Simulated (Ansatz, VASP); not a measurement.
## One calculation of ZrPdSe4, two programs

```xyz
6
Lattice="3.9846 0.0000 0.0000 -1.9923 3.4508 0.0000 0.0000 0.0000 8.8476" Properties=species:S:1:pos:R:3 pbc="T T T"
Zr    0.0000    0.0000    4.4238
Pd    0.0000    0.0000    0.0000
Se    1.9923    1.1503    2.0676
Se    0.0000    2.3005    6.7800
Se    0.0000    2.3005    2.0676
Se    1.9923    1.1503    6.7800
```

Change from the starting cell: species swapped into the MgAlB4 type (P6/mmm, No. 191).

Alike in both runs: task single point; functional PBE; k mesh 6 × 6 × 2; occupations gaussian, width 0.1 eV; no spin polarisation.

|  | VASP | Ansatz |
| --- | --- | --- |
| version | VASP 6.6.1 | Ansatz 0.2.0 |
| potentials or method | VASP PAW PBE potentials, release 64 (Zr_sv, Pd, Se), cutoff 520 eV | scalar-relativistic, plane waves, PAW |
| valence electrons in the cell | 46 | 94 |

|  | VASP | Ansatz | Ansatz less VASP |
| --- | --- | --- | --- |
| gap on the k mesh at the Fermi level (eV) | none | none | - |
| pressure (GPa) | 18.2 | 18.0 | -0.25 |
| traceless stress, the component that is largest in VASP (GPa) | -26.98 | -26.79 | +0.188 |
| rms of the force components (eV/Å) | 0.259 | 0.261 | +0.0023 |

Atom by atom the forces differ by 0.002 eV/Å (rms over components). A gap of «none» marks a metal or a gap that the smearing closes. VASP's potentials hold 46 valence electrons a cell and Ansatz's 94, so a difference there can come from the potentials and not from the codes.
